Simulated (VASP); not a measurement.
# KF (Carobbiite) (Fm-3m) in VASP: notebook

Runs on KF (Carobbiite). Level: PBE. Tasks: single point, relaxation of the atoms.

Program: VASP 6.6.1. These are calculated values, not measurements. Logs are shortened: lines on timing, memory, paths and dates and some standing lists are left out, and cuts for length are marked.

## Step 1: The cell of the first run

It takes space group Fm-3m (No. 225, cubic). Conventional cell: a = 5.344 Å, b = 5.344 Å, c = 5.344 Å, α = 90.00°, β = 90.00°, γ = 90.00°. Within 3.5 Å of K (site symmetry m-3m) lie 6 F at 2.67 Å. F (site symmetry m-3m) has 6 K at 2.67 Å within 3.5 Å.

## Step 2: Single point, PBE

INCAR reads:

```
PREC = Accurate ; ENCUT = 520
EDIFF = 1E-6 ; ISMEAR = -1
SIGMA = 0.02 ; LREAL = F
LASPH = T ; NELM = 100
ALGO = Normal ; ISIF = 2
LWAVE = F ; LCHARG = F
GGA = PE ; NBANDS = 15
```

KPOINTS reads:

```
regular mesh
0
Gamma
  6 6 6
```

POSCAR reads:

```
KF
1.0
    0.0000000000      2.6718500000      2.6718500000
    2.6718500000      0.0000000000      2.6718500000
    2.6718500000      2.6718500000      0.0000000000
K F
1 1
Direct
    0.0000000000      0.0000000000      0.0000000000
    0.5000000000      0.5000000000      0.5000000000
```

Potentials or basis: VASP PAW PBE potentials, release 64 (K_sv, F).

The run is started by

```bash
> cat potpaw_PBE.64/K_sv/POTCAR potpaw_PBE.64/F/POTCAR > POTCAR
> mpirun -np 1 vasp_std > vasp.out
```

OUTCAR:

```text
PREC = Accurate
   ENCUT = 520
   EDIFF = 1E-6
   ISMEAR = -1
   LREAL = F
   LASPH = T
   NELM = 100
   ISIF = 2
   GGA = PE

 ion  position               nearest neighbor table
   1  0.000  0.000  0.000-   2 2.67   2 2.67   2 2.67   2 2.67   2 2.67   2 2.67
   2  0.500  0.500  0.500-   1 2.67   1 2.67   1 2.67   1 2.67   1 2.67   1 2.67

  LATTYP: Found a face centered cubic cell.
 ALAT       =     5.3437000000

  Lattice vectors:

 A1 = (   0.0000000000,   2.6718500000,   2.6718500000)
 A2 = (   2.6718500000,   0.0000000000,   2.6718500000)
 A3 = (   2.6718500000,   2.6718500000,   0.0000000000)

Analysis of symmetry for initial positions (statically):
=====================================================================
 Subroutine PRICEL returns:
 Original cell was already a primitive cell.

 Routine SETGRP: Setting up the symmetry group for a
 face centered cubic supercell.

 Subroutine GETGRP returns: Found 48 space group operations
 (whereof 48 operations were pure point group operations)
 out of a pool of 48 trial point group operations.

The static configuration has the point symmetry O_h .

Analysis of symmetry for dynamics (positions and initial velocities):
=====================================================================
 Subroutine PRICEL returns:
 Original cell was already a primitive cell.

 Routine SETGRP: Setting up the symmetry group for a
 face centered cubic supercell.

 Subroutine GETGRP returns: Found 48 space group operations
 (whereof 48 operations were pure point group operations)
 out of a pool of 48 trial point group operations.

The dynamic configuration has the point symmetry O_h .

 Subroutine INISYM returns: Found 48 space group operations
 (whereof 48 operations are pure point group operations),
 and found     1 'primitive' translations

----------------------------------------------------------------------------------------

                                     Primitive cell

  volume of cell :      38.1475

  direct lattice vectors                    reciprocal lattice vectors
     0.000000000  2.671850000  2.671850000    -0.187136254  0.187136254  0.187136254
     2.671850000  0.000000000  2.671850000     0.187136254 -0.187136254  0.187136254
     2.671850000  2.671850000  0.000000000     0.187136254  0.187136254 -0.187136254

  length of vectors
     3.778566507  3.778566507  3.778566507     0.324129500  0.324129500  0.324129500

  position of ions in fractional coordinates (direct lattice)
     0.000000000  0.000000000  0.000000000
     0.500000000  0.500000000  0.500000000
[... 78 lines left out ...]
   PSTRESS=    0.0 pullay stress
   NELECT =      16.0000    total number of electrons
   NUPDOWN=      -1.0000    fix difference up-down
   EMIN   =  10.00;   EMAX   =-10.00  energy-range for DOS
   EFERMI =   0.00;   METHOD = LEGACY
   ISMEAR =    -1;   SIGMA  =   0.02  broadening in eV -4-tet -1-fermi 0-gaus
   EFERMI_NEDOS =   21; number of points for ismear=-14 and -15
   IALGO  =     38    algorithm
   IMIX   =      4    mixing-type and parameters
     AMIX     =   0.40;   BMIX     =  1.00
     AMIX_MAG =   1.60;   BMIX_MAG =  1.00
  volume/ion in A,a.u.               =      19.07       128.72
  Fermi-wavevector in a.u.,A,eV,Ry     =   1.225442  2.315750 20.431978  1.501708
  Thomas-Fermi vector in A             =   2.360480
   LORBIT       =      0    0 simple, 1 ext, 2 COOP (PROOUT), +10 PAW based schemes
   GGA     = PE    functional components
   LHFCALC =     F    Hartree Fock is set to
   AEXX    =    0.0000 exact exchange contribution
   IVDW    =     0    specifies the selected vdW correction
   LEPSILON=     F    determine dielectric tensor
   LRPA    =     F    only Hartree local field effects (RPA)
 non-spin polarized calculation
  energy-cutoff  :      520.00
  volume of cell :       38.15
 maximum number of plane-waves:      1034
   NGX = 13   NGY = 13   NGZ = 13

 number of electron      16.0000002 magnetization

 Free energy of the ion-electron system (eV)
  ---------------------------------------------------
  ext. energy  EPLUGINS =         0.00000000
  ---------------------------------------------------
  free energy    TOTEN  =        -8.29001673 eV

  energy without entropy =       -8.29001673  energy(sigma->0) =       -8.29001673

 E-fermi :  -2.3149     XC(G=0):  -8.4038

 val. band max:       -2.8045606047   @ k =   0.0000   0.0000   0.0000
 cond. band min:       3.3611120182   @ k =   0.0000   0.0000   0.0000
 fundamental gap:      6.1656726229
 Fermi energy:        -2.3148757203

 k-point     1 :       0.0000    0.0000    0.0000
  band No.  band energies     occupation
      1     -28.9420      2.00000
      2     -21.4602      2.00000
      3     -12.1925      2.00000
      4     -12.1925      2.00000
      5     -12.1925      2.00000
      6      -2.8046      2.00000
      7      -2.8046      2.00000
      8      -2.8046      2.00000
      9       3.3611      0.00000
     10       7.8748      0.00000
     11       7.8748      0.00000
     12       7.8748      0.00000
     13       9.5465      0.00000
     14       9.5465      0.00000
[... 257 lines left out ...]
      2     -21.4960      2.00000
      3     -12.6642      2.00000
      4     -12.4912      2.00000
      5     -12.3112      2.00000
      6      -3.1233      2.00000
      7      -2.9995      2.00000
      8      -2.9243      2.00000
      9       6.1382      0.00000
     10       7.8174      0.00000
     11       8.1368      0.00000
     12      10.7183      0.00000
     13      11.4301      0.00000
     14      12.2563      0.00000
     15      12.5211      0.00000

------------------------ aborting loop because EDIFF is reached ----------------------------------------

  FORCE on cell =-STRESS in cart. coord.  units (eV):
  Direction    XX          YY          ZZ          XY          YZ          ZX
  --------------------------------------------------------------------------------------
  -------------------------------------------------------------------------------------
  Total        0.3378837      0.3378837      0.3378837      0.0000000      0.0000000      0.0000000
  in kB       14.1909525     14.1909525     14.1909525      0.0000000      0.0000000      0.0000000
  external PRESSURE =      14.1909525 kB  Pullay stress =       0.0000000 kB

 VOLUME and BASIS-vectors are now :
 -----------------------------------------------------------------------------
  energy-cutoff  :      520.00
  volume of cell :       38.15
      direct lattice vectors                 reciprocal lattice vectors
     0.000000000  2.671850000  2.671850000    -0.187136254  0.187136254  0.187136254
     2.671850000  0.000000000  2.671850000     0.187136254 -0.187136254  0.187136254
     2.671850000  2.671850000  0.000000000     0.187136254  0.187136254 -0.187136254

 POSITION                                       TOTAL-FORCE (eV/Angst)
 -----------------------------------------------------------------------------------
      0.00000      0.00000      0.00000        -0.000000      0.000000     -0.000000
      2.67185      2.67185      2.67185         0.000000     -0.000000      0.000000
 -----------------------------------------------------------------------------------
    total drift:                                0.000000      0.000000      0.000000

  FREE ENERGIE OF THE ION-ELECTRON SYSTEM (eV)
  ---------------------------------------------------
  free  energy   TOTEN  =        -8.2900167295 eV

  energy  without entropy=       -8.2900167295  energy(sigma->0) =       -8.29001673
```

OSZICAR:

```text
N       E                     dE             d eps       ncg     rms          rms(c)
DAV:   1     0.110732255332E+03    0.11073E+03   -0.83025E+03   480   0.103E+03
DAV:   2    -0.485170335525E+01   -0.11558E+03   -0.10668E+03   629   0.282E+02
DAV:   3    -0.943922618068E+01   -0.45875E+01   -0.45715E+01   649   0.499E+01
DAV:   4    -0.955202410680E+01   -0.11280E+00   -0.11279E+00   633   0.744E+00
DAV:   5    -0.955349784595E+01   -0.14737E-02   -0.14737E-02   657   0.734E-01    0.633E+00
DAV:   6    -0.832100053980E+01    0.12325E+01   -0.35214E+00   494   0.148E+01    0.402E+00
DAV:   7    -0.829168596866E+01    0.29315E-01   -0.66431E-02   599   0.222E+00    0.226E+00
DAV:   8    -0.828773971170E+01    0.39463E-02   -0.51294E-02   515   0.224E+00    0.193E-01
DAV:   9    -0.828931689890E+01   -0.15772E-02   -0.37773E-03   606   0.511E-01    0.124E-01
DAV:  10    -0.828988745678E+01   -0.57056E-03   -0.46700E-04   515   0.186E-01    0.619E-02
DAV:  11    -0.829001740521E+01   -0.12995E-03   -0.12906E-04   501   0.948E-02    0.196E-02
DAV:  12    -0.829001668177E+01    0.72345E-06   -0.12245E-05   572   0.349E-02    0.444E-03
DAV:  13    -0.829001672948E+01   -0.47714E-07   -0.20979E-06   536   0.130E-02
   1 F= -.82900167E+01 E0= -.82900167E+01  d E =-.877228E-12
```

stdout:

```text
POSCAR found type information on POSCAR K F
 POSCAR found :  2 types and       2 ions
 scaLAPACK will be used
 LDA part: xc-table for (Slater+PW92), standard interpolation
 POSCAR, INCAR and KPOINTS ok, starting setup
 FFT: planning ... GRIDC
 FFT: planning ... GRID_SOFT
 FFT: planning ... GRID
 WAVECAR not read
 entering main loop
```

It took 9.5 s on 1 thread of Intel Xeon 6975P-C, shared host; peak memory 0.15 GiB.

Results:

* Free energy: -8.2900 eV
* Pressure: 1.4 GPa
* Band gap on the k mesh: 6.17 eV, direct

## Step 3: Relaxation of the atoms, PBE

INCAR reads:

```
  ALGO = Normal
  EDIFF = 1E-6
  EDIFFG = -0.02
  ENCUT = 520
  GGA = PE
  IBRION = 2
  ISIF = 2
  ISMEAR = -1
  LASPH = T
  LCHARG = F
  LREAL = F
  LWAVE = F
  NELM = 60
  NSW = 80
  PREC = Accurate
  SIGMA = 0.02
```

KPOINTS reads:

```
k-points
0
Gamma
  6 6 6
```

POSCAR is that of step 2.

Potentials or basis: VASP PAW PBE potentials, release 64 (K_sv, F).

The run is started by

```bash
> cat potpaw_PBE.64/K_sv/POTCAR potpaw_PBE.64/F/POTCAR > POTCAR
> mpirun -np 1 vasp_std > vasp.out
```

Run time: 8.2 s. Hardware: 1 thread of Intel Xeon 6975P-C, shared host; peak memory 0.15 GiB.

Results (log left out):

```yaml
Free_energy: -8.2900 eV
Pressure_after_relaxing: 1.4 GPa
Band_gap_on_the_k_mesh: 6.17 eV, direct
```

Final structure:
```
K F
1.0
     0.00000    2.67185    2.67185
     2.67185    0.00000    2.67185
     2.67185    2.67185    0.00000
K F
1 1
Direct
  0.00000 0.00000 0.00000
  0.50000 0.50000 0.50000
```

Levels at points of the mesh, in eV from the valence-band top:
```tsv
k point	band 4	band 5	band 6	band 7	band 8	band 9	band 10	band 11	band 12
(0.00, 0.00, 0.00)	-9.39	-9.39	0.00	0.00	0.00	6.17	10.68	10.68	10.68
(0.50, 0.00, 0.00)	-9.42	-9.42	-0.79	-0.35	-0.35	9.07	10.61	12.07	12.07
(0.50, 0.50, 0.00)	-9.60	-9.60	-0.21	-0.06	-0.06	8.20	10.30	11.81	13.61
```

Caveat: the relaxation stopped at its first step, so nothing moved.
